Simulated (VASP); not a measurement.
Runs of VASP 6.6.1 on Al3N. The structure is that of space group P6_3/mcm (No. 193), or close to it. The cells are those of the table. 

```csv
task,spin,cell,k mesh,cutoff (eV),gap on the mesh (eV),pressure (GPa),relaxed volume (Å³/atom),largest force (eV/Å)
single point,off,"a = 4.870, b = 4.870, c = 5.224 Å, angles 90.0, 90.0, 120.0°, 8 atoms",6 × 6 × 4,520,none,-0.1,-,0.01
relaxation of cell and atoms,off,"relaxed from a = 5.195, b = 5.195, c = 4.693 Å, angles 90.0, 90.0, 120.0°, 8 atoms",6 × 6 × 4,600,none,0.0,13.39,0.02
single point,off,"a = 5.195, b = 5.195, c = 4.693 Å, angles 90.0, 90.0, 120.0°, 8 atoms",6 × 6 × 4,520,none,3.6,-,1.02
relaxation of cell and atoms,off,"relaxed from a = 4.870, b = 4.870, c = 5.224 Å, angles 90.0, 90.0, 120.0°, 8 atoms",12 × 12 × 8,600,none,0.1,(a),-
single point,off,"a = 4.874, b = 4.874, c = 5.228 Å, angles 90.0, 90.0, 120.0°, 8 atoms",12 × 12 × 8,520,none,-0.1,-,0.01
single point,"collinear, ferromagnetic start","a = 5.195, b = 5.195, c = 4.693 Å, angles 90.0, 90.0, 120.0°, 8 atoms",6 × 6 × 4,520,none,3.5,-,1.02
```

Alike in all rows: level PBE; potentials or basis VASP PAW PBE potentials, release 64 (Al, N); smearing gaussian 0.1 eV.

Question: Estimate the missing entries.

Answer: (a) 13.42.

Caveats: forces of over 1 eV/Å act on the atoms, so gaps and moduli don't describe the material at rest (some runs).

A gap of «none» marks levels without a gap at the run's occupations.
